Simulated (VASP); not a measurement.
# NiO2 (P-3m1) in VASP: further runs

NiO2 is run at these levels: PBEsol; tasks: single point.

Everything below comes from runs of VASP 6.6.1. Logs are shortened: lines on timing, memory, paths and dates and some standing lists are left out, and cuts for length are marked.

### 1 The cell of the first run

Symmetry: P-3m1, No. 164, trigonal system. The conventional cell has a = 2.785 Å, b = 2.785 Å, c = 4.879 Å, α = 90.00°, β = 90.00°, γ = 120.00°. Within 2.5 Å of Ni (site symmetry -3m) lie 6 O at 1.86 Å. O (site symmetry 3m) has 3 Ni at 1.86 Å and 3 O at 2.46 Å within 2.5 Å.

### 2 Single point, PBEsol

The input, INCAR:

```
SYSTEM = NiO2
ALGO = Normal
EDIFF = 1E-6
ENCUT = 520
GGA = PS
ISIF = 2
ISMEAR = 0
LASPH = .TRUE.
LCHARG = .FALSE.
LREAL = .FALSE.
LWAVE = .FALSE.
NBANDS = 18
NELM = 100
PREC = Accurate
SIGMA = 0.02
```

The input, KPOINTS:

```
k-points
0
G
  12 12 6
  0 0 0
```

The input, POSCAR:

```
NiO2
1.0
    2.7845257550      0.0000000000      0.0000000000
   -1.3922628775      2.4114700413      0.0000000000
    0.0000000000      0.0000000000      4.8789139732
Ni O
1 2
Direct
    0.0000000000      0.0000000000      0.5000000000
    0.6666666667      0.3333333333      0.6912080179
    0.3333333333      0.6666666667      0.3087919821
```

Potentials or basis: VASP PAW PBE potentials, release 64 (Ni, O).

The run is started by

```bash
$ cat potpaw_PBE.64/Ni/POTCAR potpaw_PBE.64/O/POTCAR > POTCAR
$ mpirun -np 1 vasp_std > vasp.out
```

OUTCAR:

```text
SYSTEM = NiO2
   EDIFF = 1E-6
   ENCUT = 520
   GGA = PS
   ISIF = 2
   ISMEAR = 0
   LASPH = .TRUE.
   LREAL = .FALSE.
   NELM = 100
   PREC = Accurate

 ion  position               nearest neighbor table
   1  0.000  0.000  0.500-   2 1.86   3 1.86   3 1.86   2 1.86   2 1.86   3 1.86
   2  0.667  0.333  0.691-   1 1.86   1 1.86   1 1.86
   3  0.333  0.667  0.309-   1 1.86   1 1.86   1 1.86

  LATTYP: Found a hexagonal cell.
 ALAT       =     2.7845257550
 C/A-ratio  =     1.7521525755

  Lattice vectors:

 A1 = (   2.7845257550,   0.0000000000,   0.0000000000)
 A2 = (  -1.3922628775,   2.4114700413,   0.0000000000)
 A3 = (   0.0000000000,   0.0000000000,   4.8789139732)

Analysis of symmetry for initial positions (statically):
=====================================================================
 Subroutine PRICEL returns:
 Original cell was already a primitive cell.

 Routine SETGRP: Setting up the symmetry group for a
 hexagonal supercell.

 Subroutine GETGRP returns: Found 12 space group operations
 (whereof 12 operations were pure point group operations)
 out of a pool of 24 trial point group operations.

The static configuration has the point symmetry D_3d.

Analysis of symmetry for dynamics (positions and initial velocities):
=====================================================================
 Subroutine PRICEL returns:
 Original cell was already a primitive cell.

 Routine SETGRP: Setting up the symmetry group for a
 hexagonal supercell.

 Subroutine GETGRP returns: Found 12 space group operations
 (whereof 12 operations were pure point group operations)
 out of a pool of 24 trial point group operations.

The dynamic configuration has the point symmetry D_3d.

 Subroutine INISYM returns: Found 12 space group operations
 (whereof 12 operations are pure point group operations),
 and found     1 'primitive' translations

----------------------------------------------------------------------------------------

                                     Primitive cell

  volume of cell :      32.7609

  direct lattice vectors                    reciprocal lattice vectors
     2.784525755  0.000000000  0.000000000     0.359127581  0.207342406  0.000000000
    -1.392262878  2.411470041  0.000000000     0.000000000  0.414684812  0.000000000
     0.000000000  0.000000000  4.878913973     0.000000000  0.000000000  0.204963647

  length of vectors
     2.784525755  2.784525755  4.878913973     0.414684812  0.414684812  0.204963647

  position of ions in fractional coordinates (direct lattice)
     0.000000000  0.000000000  0.500000000
     0.666666667  0.333333333  0.691208018
     0.333333333  0.666666667  0.308791982

  ion indices of the primitive-cell ions
   primitive index   ion index
                 1           1
                 2           2
                 3           3

----------------------------------------------------------------------------------------

 KPOINTS: k-points

Automatic generation of k-mesh.
 Grid dimensions read from file:
 generate k-points for:   12   12    6

 Generating k-lattice:

  Cartesian coordinates                     Fractional coordinates (reciprocal lattice)
     0.029927298  0.017278534  0.000000000     0.083333333 -0.000000000  0.000000000
     0.000000000  0.034557068  0.000000000     0.000000000  0.083333333  0.000000000
     0.000000000  0.000000000  0.034160608     0.000000000  0.000000000  0.166666667

  Length of vectors
     0.034557068  0.034557068  0.034160608

  Shift w.r.t. Gamma in fractional coordinates (k-lattice)
     0.000000000  0.000000000  0.000000000

 Subroutine IBZKPT returns following result:
 ===========================================

 Found    100 irreducible k-points:

 Following reciprocal coordinates:
            Coordinates               Weight
  0.000000  0.000000  0.000000      1.000000
  0.083333 -0.000000  0.000000      6.000000
  0.166667  0.000000  0.000000      6.000000
  0.250000 -0.000000  0.000000      6.000000
  0.333333 -0.000000  0.000000      6.000000
  0.416667 -0.000000  0.000000      6.000000
[... 16 lines left out ...]
  0.166667  0.000000  0.166667      6.000000
  0.000000  0.166667  0.166667      6.000000
 [... further k-points ...]
   k-points           NKPTS =    100   k-points in BZ     NKDIM =    100   number of bands    NBANDS=     18
   number of dos      NEDOS =    301   number of ions     NIONS =      3
   total plane-waves  NPLWV =  20736
   dimension x,y,z NGX =    24 NGY =   24 NGZ =   36
   dimension x,y,z NGXF=    48 NGYF=   48 NGZF=   72
   ions per type =               1   2
   NGX,Y,Z   is equivalent  to a cutoff of  14.33, 14.33, 12.27 a.u.
   NGXF,Y,Z  is equivalent  to a cutoff of  28.66, 28.66, 24.53 a.u.
 SYSTEM =  NiO2
   PREC   = accura    normal or accurate (medium, high low for compatibility)
   ISTART =      0    job   : 0-new  1-cont  2-samecut
   ICHARG =      2    charge: 1-file 2-atom 10-const
   ISPIN  =      1    spin polarized calculation?
   LNONCOLLINEAR =      F non collinear calculations
   LSORBIT =      F    spin-orbit coupling
   LASPH  =      T    aspherical Exc in radial PAW
   ENCUT  =  520.0 eV  38.22 Ry    6.18 a.u.   5.18  5.18  9.07*2*pi/ulx,y,z
   NELM   =    100;   NELMIN=  2; NELMDL= -5     # of ELM steps
   EDIFF  = 0.1E-05   stopping-criterion for ELM
   LREAL  =      F    real-space projection
   EDIFFG = 0.1E-04   stopping-criterion for IOM
   NSW    =      0    number of steps for IOM
   IBRION =     -1    ionic relax: 0-MD 1-quasi-New 2-CG
   NFREE  =      0    steps in history (QN), initial steepest desc. (CG)
   ISIF   =      2    stress and relaxation
   ISYM   =      2    0-nonsym 1-usesym 2-fastsym
   POTIM  = 0.5000    time-step for ionic-motion
   TEBEG  =    0.0;   TEEND  =   0.0 temperature during run
   PSTRESS=    0.0 pullay stress
   NELECT =      22.0000    total number of electrons
   NUPDOWN=      -1.0000    fix difference up-down
   EMIN   =  10.00;   EMAX   =-10.00  energy-range for DOS
   EFERMI =   0.00;   METHOD = LEGACY
   ISMEAR =     0;   SIGMA  =   0.02  broadening in eV -4-tet -1-fermi 0-gaus
   EFERMI_NEDOS =   21; number of points for ismear=-14 and -15
   IALGO  =     38    algorithm
   IMIX   =      4    mixing-type and parameters
     AMIX     =   0.40;   BMIX     =  1.00
     AMIX_MAG =   1.60;   BMIX_MAG =  1.00
  volume/ion in A,a.u.               =      10.92        73.69
  Fermi-wavevector in a.u.,A,eV,Ry     =   1.433608  2.709126 27.963113  2.055231
  Thomas-Fermi vector in A             =   2.553107
   LORBIT       =      0    0 simple, 1 ext, 2 COOP (PROOUT), +10 PAW based schemes
   GGA     = PS    functional components
   LHFCALC =     F    Hartree Fock is set to
   AEXX    =    0.0000 exact exchange contribution
   IVDW    =     0    specifies the selected vdW correction
   LEPSILON=     F    determine dielectric tensor
   LRPA    =     F    only Hartree local field effects (RPA)
 non-spin polarized calculation
 Gauss-broadening in eV      SIGMA  =   0.02
  energy-cutoff  :      520.00
  volume of cell :       32.76
 maximum number of plane-waves:       896
 NGX is ok and might be reduce to    24
   NGX = 11   NGY = 11   NGZ = 19

 number of electron      22.0000008 magnetization

 Free energy of the ion-electron system (eV)
  ---------------------------------------------------
  ext. energy  EPLUGINS =         0.00000000
  ---------------------------------------------------
  free energy    TOTEN  =       -18.76026115 eV

  energy without entropy =      -18.76026115  energy(sigma->0) =      -18.76026115

 E-fermi :   2.3093     XC(G=0): -10.6064

 val. band max:        2.1412198165   @ k =   0.0833   0.0833   0.5000
 cond. band min:       3.1587740779   @ k =   0.2500  -0.0000   0.3333
 fundamental gap:      1.0175542615
 Fermi energy:         2.3092785114

 k-point     1 :       0.0000    0.0000    0.0000
  band No.  band energies     occupation
      1     -17.5494      2.00000
      2     -15.0032      2.00000
      3      -3.6022      2.00000
      4      -3.5181      2.00000
      5      -3.5181      2.00000
      6      -0.0243      2.00000
[... 10 lines left out ...]
     17      22.0196      0.00000
     18      22.0196      0.00000

 k-point     2 :       0.0833   -0.0000    0.0000
  band No.  band energies     occupation
      1     -17.4542      2.00000
      2     -15.0097      2.00000
      3      -3.5598      2.00000
      4      -3.4975      2.00000
      5      -3.4592      2.00000
      6      -0.3184      2.00000
[... 10 lines left out ...]
     17      21.2146      0.00000
     18      22.2368      0.00000

 k-point     3 :       0.1667    0.0000    0.0000
  band No.  band energies     occupation
      1     -17.1828      2.00000
      2     -15.0318      2.00000
      3      -3.6386      2.00000
      4      -3.2969      2.00000
      5      -3.2040      2.00000
      6      -1.1197      2.00000
[... 10 lines left out ...]
     17      19.7358      0.00000
     18      22.2129      0.00000

 k-point     4 :       0.2500   -0.0000    0.0000
  band No.  band energies     occupation
      1     -16.7768      2.00000
      2     -15.0758      2.00000
      3      -3.7023      2.00000
      4      -3.0797      2.00000
      5      -2.8254      2.00000
      6      -2.0124      2.00000
[... 375 lines left out ...]
      4      -3.4570      2.00000
      5      -3.3877      2.00000
      6      -0.3216      2.00000
[... 10 lines left out ...]
     17      21.2459      0.00000
     18      22.2312      0.00000

 k-point    23 :       0.1667    0.0000    0.1667
  band No.  band energies     occupation
      1     -17.1711      2.00000
      2     -15.0512      2.00000
      3      -3.6868      2.00000
      4      -3.2990      2.00000
      5      -3.0903      2.00000
      6      -1.1202      2.00000
[... 10 lines left out ...]
     17      19.7495      0.00000
     18      22.3876      0.00000

 k-point    24 :       0.0000    0.1667    0.1667
  band No.  band energies     occupation
      1     -17.1703      2.00000
      2     -15.0528      2.00000
      3      -3.6620      2.00000
      4      -3.2935      2.00000
      5      -3.1116      2.00000
      6      -1.1162      2.00000
[... 10 lines left out ...]
     17      19.8054      0.00000
     18      22.0945      0.00000

 [... further k-points ...]
[... 5 lines left out ...]
  --------------------------------------------------------------------------------------
  -------------------------------------------------------------------------------------
  Total        0.1695704      0.1695704      0.0867325     -0.0000000     -0.0000000      0.0000000
  in kB        8.2928586      8.2928586      4.2416634     -0.0000000     -0.0000000      0.0000000
  external PRESSURE =       6.9424602 kB  Pullay stress =       0.0000000 kB

 VOLUME and BASIS-vectors are now :
 -----------------------------------------------------------------------------
  energy-cutoff  :      520.00
  volume of cell :       32.76
      direct lattice vectors                 reciprocal lattice vectors
     2.784525755  0.000000000  0.000000000     0.359127581  0.207342406  0.000000000
    -1.392262878  2.411470041  0.000000000     0.000000000  0.414684812  0.000000000
     0.000000000  0.000000000  4.878913973     0.000000000  0.000000000  0.204963647

 POSITION                                       TOTAL-FORCE (eV/Angst)
 -----------------------------------------------------------------------------------
      0.00000      0.00000      2.43946        -0.000000      0.000000      0.000000
      1.39226      0.80382      3.37234        -0.000000      0.000000      0.067342
     -0.00000      1.60765      1.50657         0.000000     -0.000000     -0.067342
 -----------------------------------------------------------------------------------
    total drift:                                0.000000     -0.000000     -0.000000

  FREE ENERGIE OF THE ION-ELECTRON SYSTEM (eV)
  ---------------------------------------------------
  free  energy   TOTEN  =       -18.7602611472 eV

  energy  without entropy=      -18.7602611472  energy(sigma->0) =      -18.76026115
```

Run time: 80 s. Hardware: 1 thread of Intel Xeon 8259CL, shared host; peak memory 0.19 GiB.

Results:

| Item | Value |
| --- | --- |
| Free energy | -18.7603 eV |
| Pressure | 0.7 GPa |
| Largest force | 0.067 eV/Å |
| Band gap on the k mesh | 1.02 eV, indirect (least direct gap 1.25 eV) |

Forces in eV/Å, atoms in the order of the input:
```
Ni   0.000  0.000  0.000
O    0.000  0.000  0.067
O    0.000  0.000 -0.067
```

Stress tensor (GPa, compression positive):
```
0.83 0.00 0.00
0.00 0.83 0.00
0.00 0.00 0.42
```

Caveat: the PAW data sets were made with another functional, which shifts forces and pressure a little. A k mesh can miss the band edges.

(Part 1 of 2 ends here.)
